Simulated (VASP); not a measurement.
Input of a VASP 6.6.1 run:

The input INCAR:

```
ALGO = Normal
EDIFF = 1E-6
ENCUT = 500
GGA = CA
GGA_COMPAT = F
ISIF = 2
ISMEAR = 0
LASPH = T
LCHARG = F
LREAL = F
LWAVE = F
NBANDS = 18
NELM = 120
PREC = Accurate
SIGMA = 0.3
```

Contents of KPOINTS:

```
k-points
0
Gamma
  11 11 6
```

Contents of POSCAR:

```
Sc
1.0
    3.2269060027      0.0000000000      0.0000000000
   -1.6134530014      2.7945825740      0.0000000000
    0.0000000000      0.0000000000      5.0094253455
Sc
2
Direct
    0.3333333333      0.6666666667      0.2500000000
    0.6666666667      0.3333333333      0.7500000000
```

Potentials or basis: VASP PAW LDA potentials, release 64 (Sc_sv).

Run with:

```sh
$ cat potpaw_LDA.64/Sc_sv/POTCAR > POTCAR
$ mpirun -np 1 vasp_std > vasp.out
```

Q: What does it give for the band gap on the k mesh?

A: Zero (band 11 reaches 5.00 eV, above the bottom of band 12 at 3.41 eV).

Q: Estimate the pressure.

A: 0.1 GPa.

Stress tensor (GPa, compression positive):
```
0.09 0.00 0.00
0.00 0.09 0.00
0.00 0.00 0.24
```
